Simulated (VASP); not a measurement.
# ScGa3 (P4/mmm) in VASP: further runs

Runs on ScGa3. Level: LDA. Tasks: single point.

Program: VASP 6.6.1. These are calculated values, not measurements. Logs are shortened: lines on timing, memory, paths and dates and some standing lists are left out, and cuts for length are marked.

## 1. The cell of the first run

The structure is tetragonal, space group P4/mmm (No. 123). The conventional cell has a = 4.095 Å, b = 4.095 Å, c = 4.013 Å, α = 90.00°, β = 90.00°, γ = 90.00°. Within 3.8 Å of Sc (site symmetry 4/mmm) lie 12 Ga at 2.87 to 2.90 Å. Within 3.8 Å of Ga (site symmetry mmm) lie 4 Sc at 2.87 Å and 8 Ga at 2.87 to 2.90 Å. Ga (site symmetry 4/mmm) has 8 Ga at 2.87 Å and 4 Sc at 2.90 Å within 3.8 Å.

## 2. Single point, LDA (zz strain of -2 %)

INCAR reads:

```
PREC = Accurate
ENCUT = 520
EDIFF = 1E-6
ISMEAR = -1
SIGMA = 0.05
LREAL = False
LASPH = True
NELM = 100
ALGO = Normal
ISIF = 2
LWAVE = False
LCHARG = False
GGA = CA
NBANDS = 33
```

KPOINTS reads:

```
regular mesh
0
Gamma
  9 9 9
```

POSCAR reads:

```
ScGa3
1.0
    4.0950000000      0.0000000000      0.0000000000
    0.0000000000      4.0950000000      0.0000000000
    0.0000000000      0.0000000000      4.0131000000
Sc Ga
1 3
Direct
    0.0000000000      0.0000000000      0.0000000000
    0.0000000000      0.5000000000      0.5000000000
    0.5000000000      0.0000000000      0.5000000000
    0.5000000000      0.5000000000      0.0000000000
```

Potentials or basis: VASP PAW LDA potentials, release 64 (Sc_sv, Ga_d).

Started as:

```bash
cat potpaw_LDA.64/Sc_sv/POTCAR potpaw_LDA.64/Ga_d/POTCAR > POTCAR
mpirun -np 1 vasp_std > vasp.out
```

OUTCAR:

```text
PREC = Accurate
   ENCUT = 520
   EDIFF = 1E-6
   ISMEAR = -1
   LREAL = False
   LASPH = True
   NELM = 100
   ISIF = 2
   GGA = CA

 ion  position               nearest neighbor table
   1  0.000  0.000  0.000-   2 2.87   3 2.87   2 2.87   3 2.87   2 2.87   2 2.87   3 2.87   3 2.87
                             4 2.90   4 2.90   4 2.90   4 2.90
   2  0.000  0.500  0.500-   1 2.87   4 2.87   1 2.87   4 2.87   1 2.87   1 2.87   4 2.87   4 2.87
                             3 2.90   3 2.90   3 2.90   3 2.90
   3  0.500  0.000  0.500-   1 2.87   4 2.87   1 2.87   4 2.87   4 2.87   4 2.87   1 2.87   1 2.87
                             2 2.90   2 2.90   2 2.90   2 2.90
   4  0.500  0.500  0.000-   2 2.87   3 2.87   2 2.87   3 2.87   3 2.87   3 2.87   2 2.87   2 2.87
                             1 2.90   1 2.90   1 2.90   1 2.90

  LATTYP: Found a simple tetragonal cell.
 ALAT       =     4.0950000000
 C/A-ratio  =     0.9800000000

  Lattice vectors:

 A1 = (   4.0950000000,   0.0000000000,   0.0000000000)
 A2 = (   0.0000000000,   4.0950000000,   0.0000000000)
 A3 = (   0.0000000000,   0.0000000000,   4.0131000000)

Analysis of symmetry for initial positions (statically):
=====================================================================
 Subroutine PRICEL returns:
 Original cell was already a primitive cell.

 Routine SETGRP: Setting up the symmetry group for a
 simple tetragonal supercell.

 Subroutine GETGRP returns: Found 16 space group operations
 (whereof 16 operations were pure point group operations)
 out of a pool of 16 trial point group operations.

The static configuration has the point symmetry D_4h.

Analysis of symmetry for dynamics (positions and initial velocities):
=====================================================================
 Subroutine PRICEL returns:
 Original cell was already a primitive cell.

 Routine SETGRP: Setting up the symmetry group for a
 simple tetragonal supercell.

 Subroutine GETGRP returns: Found 16 space group operations
 (whereof 16 operations were pure point group operations)
 out of a pool of 16 trial point group operations.

The dynamic configuration has the point symmetry D_4h.

 Subroutine INISYM returns: Found 16 space group operations
 (whereof 16 operations are pure point group operations),
 and found     1 'primitive' translations

----------------------------------------------------------------------------------------

[... 95 lines left out ...]
   NELM   =    100;   NELMIN=  2; NELMDL= -5     # of ELM steps
   EDIFF  = 0.1E-05   stopping-criterion for ELM
   LREAL  =      F    real-space projection
   EDIFFG = 0.1E-04   stopping-criterion for IOM
   NSW    =      0    number of steps for IOM
   IBRION =     -1    ionic relax: 0-MD 1-quasi-New 2-CG
   NFREE  =      0    steps in history (QN), initial steepest desc. (CG)
   ISIF   =      2    stress and relaxation
   ISYM   =      2    0-nonsym 1-usesym 2-fastsym
   POTIM  = 0.5000    time-step for ionic-motion
   TEBEG  =    0.0;   TEEND  =   0.0 temperature during run
   PSTRESS=    0.0 pullay stress
   NELECT =      50.0000    total number of electrons
   NUPDOWN=      -1.0000    fix difference up-down
   EMIN   =  10.00;   EMAX   =-10.00  energy-range for DOS
   EFERMI =   0.00;   METHOD = LEGACY
   ISMEAR =    -1;   SIGMA  =   0.05  broadening in eV -4-tet -1-fermi 0-gaus
   EFERMI_NEDOS =   21; number of points for ismear=-14 and -15
   IALGO  =     38    algorithm
   IMIX   =      4    mixing-type and parameters
     AMIX     =   0.40;   BMIX     =  1.00
     AMIX_MAG =   1.60;   BMIX_MAG =  1.00
  volume/ion in A,a.u.               =      16.82       113.53
  Fermi-wavevector in a.u.,A,eV,Ry     =   1.482753  2.801997 29.913189  2.198557
  Thomas-Fermi vector in A             =   2.596500
   LORBIT       =      0    0 simple, 1 ext, 2 COOP (PROOUT), +10 PAW based schemes
   GGA     = CA    functional components
   LHFCALC =     F    Hartree Fock is set to
   AEXX    =    0.0000 exact exchange contribution
   IVDW    =     0    specifies the selected vdW correction
   LEPSILON=     F    determine dielectric tensor
   LRPA    =     F    only Hartree local field effects (RPA)
 non-spin polarized calculation
  energy-cutoff  :      520.00
  volume of cell :       67.30
 maximum number of plane-waves:      1829
   NGX = 15   NGY = 15   NGZ = 15

 number of electron      50.0000046 magnetization

 Free energy of the ion-electron system (eV)
  ---------------------------------------------------
  ext. energy  EPLUGINS =         0.00000000
  ---------------------------------------------------
  free energy    TOTEN  =       -19.79075876 eV

  energy without entropy =      -19.77953359  energy(sigma->0) =      -19.78514618

 E-fermi :   6.3896     XC(G=0): -11.9107

 val. band max:        6.3889678733   @ k =   0.3333   0.3333   0.0000
 cond. band min:       6.3955612102   @ k =   0.2222   0.1111   0.2222
 fundamental gap:      0.0065933368
 Fermi energy:         6.3895919607

 k-point     1 :       0.0000    0.0000    0.0000
  band No.  band energies     occupation
      1     -42.2903      2.00000
      2     -21.3230      2.00000
      3     -21.3230      2.00000
      4     -21.3069      2.00000
      5      -8.8761      2.00000
      6      -8.8537      2.00000
[... 853 lines left out ...]
     32      10.9916      0.00000
     33      12.0313      0.00000

 [... further k-points ...]

------------------------ aborting loop because EDIFF is reached ----------------------------------------

  FORCE on cell =-STRESS in cart. coord.  units (eV):
  Direction    XX          YY          ZZ          XY          YZ          ZX
  --------------------------------------------------------------------------------------
  -------------------------------------------------------------------------------------
  Total       -1.9251380     -1.9251380     -0.9474694      0.0000000     -0.0000000      0.0000000
  in kB      -45.8336717    -45.8336717    -22.5573443      0.0000000     -0.0000000      0.0000000
  external PRESSURE =     -38.0748959 kB  Pullay stress =       0.0000000 kB

 VOLUME and BASIS-vectors are now :
 -----------------------------------------------------------------------------
  energy-cutoff  :      520.00
  volume of cell :       67.30
      direct lattice vectors                 reciprocal lattice vectors
     4.095000000  0.000000000  0.000000000     0.244200244  0.000000000  0.000000000
     0.000000000  4.095000000  0.000000000     0.000000000  0.244200244  0.000000000
     0.000000000  0.000000000  4.013100000     0.000000000  0.000000000  0.249183923

 POSITION                                       TOTAL-FORCE (eV/Angst)
 -----------------------------------------------------------------------------------
      0.00000      0.00000      0.00000         0.000000      0.000000      0.000000
      0.00000      2.04750      2.00655         0.000000      0.000000      0.000000
      2.04750      0.00000      2.00655         0.000000      0.000000      0.000000
      2.04750      2.04750      0.00000         0.000000      0.000000      0.000000
 -----------------------------------------------------------------------------------
    total drift:                                0.000000      0.000000     -0.000000

  FREE ENERGIE OF THE ION-ELECTRON SYSTEM (eV)
  ---------------------------------------------------
  free  energy   TOTEN  =       -19.7907587570 eV

  energy  without entropy=      -19.7795335945  energy(sigma->0) =      -19.78514618
```

stdout:

```text
POSCAR found type information on POSCAR ScGa
 POSCAR found :  2 types and       4 ions
 scaLAPACK will be used
 LDA part: xc-table for (Slater(with rela. corr.)+CA(PZ))
 , standard interpolation
 POSCAR, INCAR and KPOINTS ok, starting setup
 FFT: planning ... GRIDC
 FFT: planning ... GRID_SOFT
 FFT: planning ... GRID
 WAVECAR not read
 entering main loop
```

It took 86 s on 1 thread of Intel Xeon 6975P-C (Granite Rapids), shared host; peak memory 0.25 GiB.

What came out:

```yaml
Free_energy: -19.7908 eV
Pressure: -3.8 GPa
Band_gap_on_the_k_mesh: zero (bands 25 and 26 overlap by 3.20 eV)
```

Caveat: the cell differs from its parent crystal (zz strain of -2 %); the cell stands under tension.

## 3. Single point, LDA (zz strain of -1 %)

INCAR reads:

```
SYSTEM = ScGa3
ALGO     = Normal         ! electronic algorithm
EDIFF    = 1E-6           ! SCF threshold, eV
ENCUT    = 520            ! plane-wave cutoff, eV
GGA      = CA             ! functional
ISIF     = 2              ! what is computed and relaxed
ISMEAR   = -1             ! smearing method
LASPH    = .True.         ! aspherical terms in the spheres
LCHARG   = .True.         ! write CHGCAR
LELF     = .True.         ! ELF
LREAL    = .False.        ! projectors in reciprocal space
LVHAR    = .True.       
LWAVE    = .False.        ! write WAVECAR
NBANDS   = 33             ! bands
NELM     = 80             ! most SCF steps
PREC     = Accurate       ! precision mode
SIGMA    = 0.05           ! smearing width, eV
```

KPOINTS reads:

```
k-points
0
Gamma
  9 9 9
  0 0 0
```

POSCAR, as its differences from that of step 2:

```diff
@@ -4,3 +4,3 @@
     0.0000000000      4.0950000000      0.0000000000
-    0.0000000000      0.0000000000      4.0131000000
+    0.0000000000      0.0000000000      4.0540500000
 Sc Ga
```

Potentials or basis: VASP PAW LDA potentials, release 64 (Sc_sv, Ga_d).

Started as:

```bash
cat potpaw_LDA.64/Sc_sv/POTCAR potpaw_LDA.64/Ga_d/POTCAR > POTCAR
mpirun -np 1 vasp_std > vasp.out
```

OUTCAR:

```text
SYSTEM = ScGa3
   EDIFF = 1E-6
   ENCUT = 520
   GGA = CA
   ISIF = 2
   ISMEAR = -1
   LASPH = .True.
   LREAL = .False.
   NELM = 80
   PREC = Accurate

 ion  position               nearest neighbor table
   1  0.000  0.000  0.000-   2 2.88   3 2.88   2 2.88   3 2.88   2 2.88   2 2.88   3 2.88   3 2.88
                             4 2.90   4 2.90   4 2.90   4 2.90
   2  0.000  0.500  0.500-   1 2.88   4 2.88   1 2.88   4 2.88   1 2.88   1 2.88   4 2.88   4 2.88
                             3 2.90   3 2.90   3 2.90   3 2.90
   3  0.500  0.000  0.500-   1 2.88   4 2.88   1 2.88   4 2.88   4 2.88   4 2.88   1 2.88   1 2.88
                             2 2.90   2 2.90   2 2.90   2 2.90
   4  0.500  0.500  0.000-   2 2.88   3 2.88   2 2.88   3 2.88   3 2.88   3 2.88   2 2.88   2 2.88
                             1 2.90   1 2.90   1 2.90   1 2.90

  LATTYP: Found a simple tetragonal cell.
 ALAT       =     4.0950000000
 C/A-ratio  =     0.9900000000

  Lattice vectors:

 A1 = (   4.0950000000,   0.0000000000,   0.0000000000)
 A2 = (   0.0000000000,   4.0950000000,   0.0000000000)
 A3 = (   0.0000000000,   0.0000000000,   4.0540500000)

Analysis of symmetry for initial positions (statically):
=====================================================================
 Subroutine PRICEL returns:
 Original cell was already a primitive cell.

 Routine SETGRP: Setting up the symmetry group for a
 simple tetragonal supercell.

 Subroutine GETGRP returns: Found 16 space group operations
 (whereof 16 operations were pure point group operations)
 out of a pool of 16 trial point group operations.

The static configuration has the point symmetry D_4h.

Analysis of symmetry for dynamics (positions and initial velocities):
=====================================================================
 Subroutine PRICEL returns:
 Original cell was already a primitive cell.

 Routine SETGRP: Setting up the symmetry group for a
 simple tetragonal supercell.

 Subroutine GETGRP returns: Found 16 space group operations
 (whereof 16 operations were pure point group operations)
 out of a pool of 16 trial point group operations.

The dynamic configuration has the point symmetry D_4h.

 Subroutine INISYM returns: Found 16 space group operations
 (whereof 16 operations are pure point group operations),
 and found     1 'primitive' translations

----------------------------------------------------------------------------------------

                                     Primitive cell

  volume of cell :      67.9825

  direct lattice vectors                    reciprocal lattice vectors
     4.095000000  0.000000000  0.000000000     0.244200244  0.000000000  0.000000000
     0.000000000  4.095000000  0.000000000     0.000000000  0.244200244  0.000000000
     0.000000000  0.000000000  4.054050000     0.000000000  0.000000000  0.246666913

  length of vectors
     4.095000000  4.095000000  4.054050000     0.244200244  0.244200244  0.246666913

  position of ions in fractional coordinates (direct lattice)
     0.000000000  0.000000000  0.000000000
     0.000000000  0.500000000  0.500000000
     0.500000000  0.000000000  0.500000000
     0.500000000  0.500000000  0.000000000

  ion indices of the primitive-cell ions
[... 28 lines left out ...]
 ===========================================

 Found     75 irreducible k-points:

 Following reciprocal coordinates:
            Coordinates               Weight
  0.000000  0.000000  0.000000      1.000000
  0.111111  0.000000  0.000000      4.000000
  0.222222  0.000000  0.000000      4.000000
  0.333333  0.000000  0.000000      4.000000
  0.444444  0.000000  0.000000      4.000000
  0.111111  0.111111  0.000000      4.000000
[... 16 lines left out ...]
  0.333333  0.111111  0.111111     16.000000
  0.444444  0.111111  0.111111     16.000000
 [... further k-points ...]
   k-points           NKPTS =     75   k-points in BZ     NKDIM =     75   number of bands    NBANDS=     33
   number of dos      NEDOS =    301   number of ions     NIONS =      4
   total plane-waves  NPLWV =  27000
   dimension x,y,z NGX =    30 NGY =   30 NGZ =   30
   dimension x,y,z NGXF=    60 NGYF=   60 NGZF=   60
   ions per type =               1   3
   NGX,Y,Z   is equivalent  to a cutoff of  12.18, 12.18, 12.30 a.u.
   NGXF,Y,Z  is equivalent  to a cutoff of  24.36, 24.36, 24.60 a.u.
 SYSTEM =  ScGa3
   PREC   = accura    normal or accurate (medium, high low for compatibility)
   ISTART =      0    job   : 0-new  1-cont  2-samecut
   ICHARG =      2    charge: 1-file 2-atom 10-const
   ISPIN  =      1    spin polarized calculation?
   LNONCOLLINEAR =      F non collinear calculations
   LSORBIT =      F    spin-orbit coupling
   LASPH  =      T    aspherical Exc in radial PAW
   ENCUT  =  520.0 eV  38.22 Ry    6.18 a.u.   7.61  7.61  7.54*2*pi/ulx,y,z
   NELM   =     80;   NELMIN=  2; NELMDL= -5     # of ELM steps
   EDIFF  = 0.1E-05   stopping-criterion for ELM
   LREAL  =      F    real-space projection
   EDIFFG = 0.1E-04   stopping-criterion for IOM
   NSW    =      0    number of steps for IOM
   IBRION =     -1    ionic relax: 0-MD 1-quasi-New 2-CG
   NFREE  =      0    steps in history (QN), initial steepest desc. (CG)
   ISIF   =      2    stress and relaxation
   ISYM   =      2    0-nonsym 1-usesym 2-fastsym
   POTIM  = 0.5000    time-step for ionic-motion
   TEBEG  =    0.0;   TEEND  =   0.0 temperature during run
   PSTRESS=    0.0 pullay stress
   NELECT =      50.0000    total number of electrons
   NUPDOWN=      -1.0000    fix difference up-down
   EMIN   =  10.00;   EMAX   =-10.00  energy-range for DOS
   EFERMI =   0.00;   METHOD = LEGACY
   ISMEAR =    -1;   SIGMA  =   0.05  broadening in eV -4-tet -1-fermi 0-gaus
   EFERMI_NEDOS =   21; number of points for ismear=-14 and -15
   IALGO  =     38    algorithm
   IMIX   =      4    mixing-type and parameters
     AMIX     =   0.40;   BMIX     =  1.00
     AMIX_MAG =   1.60;   BMIX_MAG =  1.00
  volume/ion in A,a.u.               =      17.00       114.69
  Fermi-wavevector in a.u.,A,eV,Ry     =   1.477744  2.792531 29.711413  2.183727
  Thomas-Fermi vector in A             =   2.592110
   LORBIT       =      0    0 simple, 1 ext, 2 COOP (PROOUT), +10 PAW based schemes
   GGA     = CA    functional components
   LHFCALC =     F    Hartree Fock is set to
   AEXX    =    0.0000 exact exchange contribution
   IVDW    =     0    specifies the selected vdW correction
   LEPSILON=     F    determine dielectric tensor
   LRPA    =     F    only Hartree local field effects (RPA)
 non-spin polarized calculation
  energy-cutoff  :      520.00
  volume of cell :       67.98
 maximum number of plane-waves:      1846
   NGX = 15   NGY = 15   NGZ = 15

 number of electron      50.0000071 magnetization

 Free energy of the ion-electron system (eV)
  ---------------------------------------------------
  ext. energy  EPLUGINS =         0.00000000
  ---------------------------------------------------
  free energy    TOTEN  =       -19.77792075 eV

  energy without entropy =      -19.76771153  energy(sigma->0) =      -19.77281614

 E-fermi :   6.2869     XC(G=0): -11.8582

 val. band max:        6.2790794430   @ k =   0.3333   0.1111   0.0000
 cond. band min:       6.3137120775   @ k =   0.2222   0.1111   0.2222
 fundamental gap:      0.0346326346
 Fermi energy:         6.2869473253

 k-point     1 :       0.0000    0.0000    0.0000
  band No.  band energies     occupation
      1     -42.4221      2.00000
      2     -21.4482      2.00000
      3     -21.4482      2.00000
      4     -21.4402      2.00000
      5      -8.9523      2.00000
      6      -8.9287      2.00000
[... 853 lines left out ...]
     32      10.8399      0.00000
     33      11.8349      0.00000

 [... further k-points ...]

------------------------ aborting loop because EDIFF is reached ----------------------------------------

  FORCE on cell =-STRESS in cart. coord.  units (eV):
  Direction    XX          YY          ZZ          XY          YZ          ZX
  --------------------------------------------------------------------------------------
  -------------------------------------------------------------------------------------
  Total       -2.0950696     -2.0950696     -1.5991567      0.0000000      0.0000000      0.0000000
  in kB      -49.3755692    -49.3755692    -37.6881379      0.0000000      0.0000000      0.0000000
  external PRESSURE =     -45.4797588 kB  Pullay stress =       0.0000000 kB

 VOLUME and BASIS-vectors are now :
 -----------------------------------------------------------------------------
  energy-cutoff  :      520.00
  volume of cell :       67.98
      direct lattice vectors                 reciprocal lattice vectors
     4.095000000  0.000000000  0.000000000     0.244200244  0.000000000  0.000000000
     0.000000000  4.095000000  0.000000000     0.000000000  0.244200244  0.000000000
     0.000000000  0.000000000  4.054050000     0.000000000  0.000000000  0.246666913

 POSITION                                       TOTAL-FORCE (eV/Angst)
 -----------------------------------------------------------------------------------
      0.00000      0.00000      0.00000         0.000000      0.000000      0.000000
      0.00000      2.04750      2.02703         0.000000      0.000000      0.000000
      2.04750      0.00000      2.02703         0.000000      0.000000      0.000000
      2.04750      2.04750      0.00000         0.000000      0.000000      0.000000
 -----------------------------------------------------------------------------------
    total drift:                                0.000000      0.000000     -0.000000

  FREE ENERGIE OF THE ION-ELECTRON SYSTEM (eV)
  ---------------------------------------------------
  free  energy   TOTEN  =       -19.7779207549 eV

  energy  without entropy=      -19.7677115317  energy(sigma->0) =      -19.77281614
```

Run time: 81 s. Hardware: 1 thread of Intel Xeon 6975P-C (Granite Rapids), shared host; peak memory 0.25 GiB.

What came out:

- Free energy: -19.7779 eV
- Pressure: -4.5 GPa
- Band gap on the k mesh: zero (bands 25 and 26 overlap by 3.18 eV)

Stress tensor (GPa, compression positive):
```
-4.94  0.00  0.00
 0.00 -4.94  0.00
 0.00  0.00 -3.77
```

Levels at points of the mesh, in eV from the Fermi level:
```
           k point  band 22  band 23  band 24  band 25  band 26  band 27  band 28  band 29
(0.00, 0.00, 0.00)    -3.15    -1.98    -1.98    -1.85     1.69     1.72     1.72     3.11
```

Caveat: the cell differs from its parent crystal (zz strain of -1 %); the cell stands under tension.

[end of part 1 of 3]

The gap in the log of VASP goes by the Fermi energy; the results here count the filled bands.